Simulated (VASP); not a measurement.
# Rh (Fm-3m) in VASP: further runs

Runs on Rh. Level: PBE+D4. Tasks: single point.

All numbers are computed with VASP 6.6.1; they aren't measurements. Logs are shortened: lines on timing, memory, paths and dates and some standing lists are left out, and cuts for length are marked.

**1. The cell of the first run**

Symmetry: Fm-3m, No. 225, cubic system. Conventional cell: a = 3.796 Å, b = 3.796 Å, c = 3.796 Å, α = 90.00°, β = 90.00°, γ = 90.00°. Within 3.5 Å of Rh (site symmetry m-3m) lie 12 Rh at 2.68 Å.

**2. Single point, PBE+D4**

File INCAR:

```
SYSTEM = Rh
PREC = Accurate ; ENCUT = 520
EDIFF = 1E-6 ; ISMEAR = 1
SIGMA = 0.3 ; LREAL = .False.
LASPH = .True. ; NELM = 100
ALGO = Normal ; ISIF = 2
LWAVE = .False. ; LCHARG = .True.
GGA = PE ; IVDW = 13
LELF = .True. ; LVHAR = .True.
NBANDS = 14
```

File KPOINTS:

```
Automatic mesh
0
Gamma
  10 10 10
  0 0 0
```

File POSCAR:

```
Rh
1.0
    0.0000000000      1.8978500000      1.8978500000
    1.8978500000      0.0000000000      1.8978500000
    1.8978500000      1.8978500000      0.0000000000
Rh
1
Direct
    0.0000000000      0.0000000000      0.0000000000
```

Potentials or basis: VASP PAW PBE potentials, release 64 (Rh_pv).

Run with:

```sh
$ cat potpaw_PBE.64/Rh_pv/POTCAR > POTCAR
$ mpirun -np 1 vasp_std > vasp.out
```

OUTCAR:

```text
SYSTEM = Rh
   PREC = Accurate
   ENCUT = 520
   EDIFF = 1E-6
   ISMEAR = 1
   LREAL = .False.
   LASPH = .True.
   NELM = 100
   ISIF = 2
   GGA = PE
   IVDW = 13

 ion  position               nearest neighbor table
   1  0.000  0.000  0.000-

  LATTYP: Found a face centered cubic cell.
 ALAT       =     3.7957000000

  Lattice vectors:

 A1 = (   0.0000000000,   1.8978500000,   1.8978500000)
 A2 = (   1.8978500000,   0.0000000000,   1.8978500000)
 A3 = (   1.8978500000,   1.8978500000,   0.0000000000)

Analysis of symmetry for initial positions (statically):
=====================================================================
 Subroutine PRICEL returns:
 Original cell was already a primitive cell.

 Routine SETGRP: Setting up the symmetry group for a
 face centered cubic supercell.

 Subroutine GETGRP returns: Found 48 space group operations
 (whereof 48 operations were pure point group operations)
 out of a pool of 48 trial point group operations.

The static configuration has the point symmetry O_h .

Analysis of symmetry for dynamics (positions and initial velocities):
=====================================================================
 Subroutine PRICEL returns:
 Original cell was already a primitive cell.

 Routine SETGRP: Setting up the symmetry group for a
 face centered cubic supercell.

 Subroutine GETGRP returns: Found 48 space group operations
 (whereof 48 operations were pure point group operations)
 out of a pool of 48 trial point group operations.

The dynamic configuration has the point symmetry O_h .

 Subroutine INISYM returns: Found 48 space group operations
 (whereof 48 operations are pure point group operations),
 and found     1 'primitive' translations

----------------------------------------------------------------------------------------

                                     Primitive cell

  volume of cell :      13.6715

  direct lattice vectors                    reciprocal lattice vectors
     0.000000000  1.897850000  1.897850000    -0.263456016  0.263456016  0.263456016
     1.897850000  0.000000000  1.897850000     0.263456016 -0.263456016  0.263456016
     1.897850000  1.897850000  0.000000000     0.263456016  0.263456016 -0.263456016

  length of vectors
     2.683965209  2.683965209  2.683965209     0.456319205  0.456319205  0.456319205

  position of ions in fractional coordinates (direct lattice)
     0.000000000  0.000000000  0.000000000

  ion indices of the primitive-cell ions
   primitive index   ion index
                 1           1

----------------------------------------------------------------------------------------

 KPOINTS: Automatic mesh

Automatic generation of k-mesh.
 Grid dimensions read from file:
 generate k-points for:   10   10   10

 Generating k-lattice:

  Cartesian coordinates                     Fractional coordinates (reciprocal lattice)
    -0.026345602  0.026345602  0.026345602     0.100000000  0.000000000  0.000000000
     0.026345602 -0.026345602  0.026345602     0.000000000  0.100000000  0.000000000
     0.026345602  0.026345602 -0.026345602     0.000000000  0.000000000  0.100000000

  Length of vectors
     0.045631921  0.045631921  0.045631921

  Shift w.r.t. Gamma in fractional coordinates (k-lattice)
     0.000000000  0.000000000  0.000000000

 Subroutine IBZKPT returns following result:
 ===========================================

 Found     47 irreducible k-points:

 Following reciprocal coordinates:
            Coordinates               Weight
  0.000000  0.000000  0.000000      1.000000
  0.100000  0.000000  0.000000      8.000000
  0.200000  0.000000  0.000000      8.000000
  0.300000  0.000000  0.000000      8.000000
  0.400000  0.000000  0.000000      8.000000
  0.500000  0.000000  0.000000      4.000000
[... 16 lines left out ...]
  0.300000  0.300000  0.000000      6.000000
  0.400000  0.300000  0.000000     24.000000
 [... further k-points ...]
   k-points           NKPTS =     47   k-points in BZ     NKDIM =     47   number of bands    NBANDS=     14
   number of dos      NEDOS =    301   number of ions     NIONS =      1
   total plane-waves  NPLWV =   8000
   dimension x,y,z NGX =    20 NGY =   20 NGZ =   20
   dimension x,y,z NGXF=    40 NGYF=   40 NGZF=   40
   ions per type =               1
   NGX,Y,Z   is equivalent  to a cutoff of  12.39, 12.39, 12.39 a.u.
   NGXF,Y,Z  is equivalent  to a cutoff of  24.78, 24.78, 24.78 a.u.
 SYSTEM =  Rh
   PREC   = accura    normal or accurate (medium, high low for compatibility)
   ISTART =      0    job   : 0-new  1-cont  2-samecut
   ICHARG =      2    charge: 1-file 2-atom 10-const
   ISPIN  =      1    spin polarized calculation?
   LNONCOLLINEAR =      F non collinear calculations
   LSORBIT =      F    spin-orbit coupling
   LASPH  =      T    aspherical Exc in radial PAW
   ENCUT  =  520.0 eV  38.22 Ry    6.18 a.u.   4.99  4.99  4.99*2*pi/ulx,y,z
   NELM   =    100;   NELMIN=  2; NELMDL= -5     # of ELM steps
   EDIFF  = 0.1E-05   stopping-criterion for ELM
   LREAL  =      F    real-space projection
   EDIFFG = 0.1E-04   stopping-criterion for IOM
   NSW    =      0    number of steps for IOM
   IBRION =     -1    ionic relax: 0-MD 1-quasi-New 2-CG
   NFREE  =      0    steps in history (QN), initial steepest desc. (CG)
   ISIF   =      2    stress and relaxation
   ISYM   =      2    0-nonsym 1-usesym 2-fastsym
   POTIM  = 0.5000    time-step for ionic-motion
   TEBEG  =    0.0;   TEEND  =   0.0 temperature during run
   PSTRESS=    0.0 pullay stress
   NELECT =      15.0000    total number of electrons
   NUPDOWN=      -1.0000    fix difference up-down
   EMIN   =  10.00;   EMAX   =-10.00  energy-range for DOS
   EFERMI =   0.00;   METHOD = LEGACY
   ISMEAR =     1;   SIGMA  =   0.30  broadening in eV -4-tet -1-fermi 0-gaus
   EFERMI_NEDOS =   21; number of points for ismear=-14 and -15
   IALGO  =     38    algorithm
   IMIX   =      4    mixing-type and parameters
     AMIX     =   0.40;   BMIX     =  1.00
     AMIX_MAG =   1.60;   BMIX_MAG =  1.00
  volume/ion in A,a.u.               =      13.67        92.26
  Fermi-wavevector in a.u.,A,eV,Ry     =   1.688496  3.190795 38.790465  2.851019
  Thomas-Fermi vector in A             =   2.770792
   LORBIT       =      0    0 simple, 1 ext, 2 COOP (PROOUT), +10 PAW based schemes
   GGA     = PE    functional components
   LHFCALC =     F    Hartree Fock is set to
   AEXX    =    0.0000 exact exchange contribution
   IVDW    =    13    specifies the selected vdW correction
   LEPSILON=     F    determine dielectric tensor
   LRPA    =     F    only Hartree local field effects (RPA)
 non-spin polarized calculation
 Methfessel and Paxton  Order N= 1 SIGMA  =   0.30
  energy-cutoff  :      520.00
  volume of cell :       13.67
 maximum number of plane-waves:       377
   NGX =  9   NGY =  9   NGZ =  9

 number of electron      15.0000007 magnetization

 Free energy of the ion-electron system (eV)
  ---------------------------------------------------
  ext. energy  EPLUGINS =         0.00000000
  ---------------------------------------------------
  free energy    TOTEN  =        -7.25941112 eV

  energy without entropy =       -7.25630746  energy(sigma->0) =       -7.25837656

 E-fermi :  12.0309     XC(G=0): -14.0691

 val. band max:       12.0308114626   @ k =   0.5000   0.4000   0.1000
 cond. band min:      12.0311901223   @ k =  -0.4000   0.5000   0.1000
 fundamental gap:      0.0003786597
 Fermi energy:        12.0309075681

 k-point     1 :       0.0000    0.0000    0.0000
  band No.  band energies     occupation
      1     -34.3911      2.00000
      2     -34.3911      2.00000
      3     -34.3911      2.00000
      4       4.0071      2.00000
      5       8.8967      2.00000
      6       8.8967      2.00000
      7       8.8967      2.00000
      8      11.0026      2.00001
      9      11.0026      2.00001
     10      27.9980      0.00000
     11      32.5031      0.00000
     12      33.4949      0.00000
     13      33.4949      0.00000
     14      33.4949      0.00000

 k-point     2 :       0.1000    0.0000    0.0000
  band No.  band energies     occupation
      1     -34.4647      2.00000
      2     -34.4010      2.00000
      3     -34.4010      2.00000
      4       4.4036      2.00000
      5       8.7320      2.00000
      6       9.0450      2.00000
      7       9.0450      2.00000
      8      10.9264      2.00000
      9      10.9264      2.00000
     10      28.5559      0.00000
     11      31.6460      0.00000
     12      32.5046      0.00000
     13      34.0795      0.00000
     14      34.0795      0.00000

 k-point     3 :       0.2000    0.0000    0.0000
  band No.  band energies     occupation
      1     -34.6549      2.00000
      2     -34.4269      2.00000
      3     -34.4269      2.00000
      4       5.3717      2.00000
      5       8.5543      2.00000
      6       9.2708      2.00000
      7       9.2708      2.00000
      8      10.9519      2.00000
      9      10.9519      2.00000
     10      28.6602      0.00000
     11      29.5912      0.00000
     12      32.5032      0.00000
     13      35.6342      0.00000
     14      35.6342      0.00000
[... 324 lines left out ...]
 k-point    23 :       0.3000    0.3000    0.0000
  band No.  band energies     occupation
      1     -34.8619      2.00000
      2     -34.5710      2.00000
      3     -34.5710      2.00000
      4       6.4222      2.00000
      5       6.8583      2.00000
      6      10.7970      2.00000
      7      11.1578      2.00031
      8      11.1578      2.00031
      9      11.9733      1.31836
     10      29.3285      0.00000
     11      29.3285      0.00000
     12      29.6746      0.00000
     13      32.4961      0.00000
     14      33.0557      0.00000

 k-point    24 :       0.4000    0.3000    0.0000
  band No.  band energies     occupation
      1     -34.9606      2.00000
      2     -34.6253      2.00000
      3     -34.6018      2.00000
      4       6.3622      2.00000
      5       6.6863      2.00000
      6      10.5584      2.00000
      7      11.3175      2.00392
      8      12.4885     -0.05303
      9      13.4183     -0.00000
     10      26.3593      0.00000
     11      28.1953      0.00000
     12      28.3074      0.00000
     13      32.4981      0.00000
     14      33.8867      0.00000

 [... further k-points ...]

------------------------ aborting loop because EDIFF is reached ----------------------------------------

  DFT-D4 for vdW energy calculation

  Edisp (eV):   -0.84942

  FORCE on cell =-STRESS in cart. coord.  units (eV):
  Direction    XX          YY          ZZ          XY          YZ          ZX
  --------------------------------------------------------------------------------------
  -------------------------------------------------------------------------------------
  Total      -0.13044    -0.13044    -0.13044    -0.00000    -0.00000     0.00000
  in kB     -15.28596   -15.28596   -15.28596    -0.00000    -0.00000     0.00000
  external pressure =      -15.29 kB  Pullay stress =        0.00 kB

 VOLUME and BASIS-vectors are now :
 -----------------------------------------------------------------------------
  energy-cutoff  :      520.00
  volume of cell :       13.67
      direct lattice vectors                 reciprocal lattice vectors
     0.000000000  1.897850000  1.897850000    -0.263456016  0.263456016  0.263456016
     1.897850000  0.000000000  1.897850000     0.263456016 -0.263456016  0.263456016
     1.897850000  1.897850000  0.000000000     0.263456016  0.263456016 -0.263456016

 POSITION                                       TOTAL-FORCE (eV/Angst)
 -----------------------------------------------------------------------------------
      0.00000      0.00000      0.00000         0.000000     -0.000000     -0.000000
 -----------------------------------------------------------------------------------
    total drift:                                0.000000     -0.000000      0.000000

  FREE ENERGIE OF THE ION-ELECTRON SYSTEM (eV)
  ---------------------------------------------------
  free  energy   TOTEN  =        -8.1088332473 eV

  energy  without entropy=       -8.1057295900  energy(sigma->0) =       -8.10779869
```

Run time: 5.4 s. Hardware: 1 thread of Intel Xeon Platinum 8488C (Sapphire Rapids), shared host; peak memory 0.13 GiB.

What came out:

```
Free energy                : -8.1088 eV
Pressure                   : -1.5 GPa
Dispersion energy per atom : -0.849 eV
```

Levels at points of the mesh, in eV from the Fermi level:
```tsv
k point	band 5	band 6	band 7	band 8	band 9	band 10
(0.00, 0.00, 0.00)	-3.13	-3.13	-3.13	-1.03	-1.03	15.97
(0.50, 0.00, 0.00)	-3.21	-3.21	0.55	0.55	0.70	8.67
(0.50, 0.50, 0.00)	-6.02	0.52	0.97	0.97	3.25	12.32
```

Caveat: pairwise dispersion overbinds metals, which lowers pressure and volume.

**3. Single point, PBE+D4**

File INCAR:

```
ALGO = Normal ; EDIFF = 1E-6
ENCUT = 520 ; GGA = PE
ISIF = 2 ; ISMEAR = 1
IVDW = 13 ; LASPH = True
LCHARG = True ; LELF = True
LREAL = False ; LVHAR = True
LWAVE = False ; NBANDS = 14
NELM = 100 ; PREC = Accurate
SIGMA = 0.3
```

File KPOINTS:

```
k-points
0
Gamma
  10 10 10
```

POSCAR is that of step 2.

Potentials or basis: VASP PAW PBE potentials, release 64 (Rh_pv).

Run with:

```sh
$ cat potpaw_PBE.64/Rh_pv/POTCAR > POTCAR
$ mpirun -np 1 vasp_std > vasp.out
```

Run time: 5.6 s. Hardware: 1 thread of Intel Xeon Platinum 8488C (Sapphire Rapids), shared host; peak memory 0.13 GiB.

Results (log left out):

```yaml
Free_energy: -8.1088 eV
Pressure: -1.5 GPa
Dispersion_energy_per_atom: -0.849 eV
```

Levels at points of the mesh, in eV from the Fermi level:
| k point | band 4 | band 5 | band 6 | band 7 | band 8 | band 9 | band 10 | band 11 |
| --- | --- | --- | --- | --- | --- | --- | --- | --- |
| (0.00, 0.00, 0.00) | -8.02 | -3.13 | -3.13 | -3.13 | -1.03 | -1.03 | 15.97 | 20.47 |
| (0.50, 0.00, 0.00) | -6.19 | -3.21 | -3.21 | 0.55 | 0.55 | 0.70 | 8.67 | 15.48 |
| (0.50, 0.50, 0.00) | -6.39 | -6.02 | 0.52 | 0.97 | 0.97 | 3.25 | 12.32 | 13.33 |

Caveat: pairwise dispersion overbinds metals, which lowers pressure and volume.
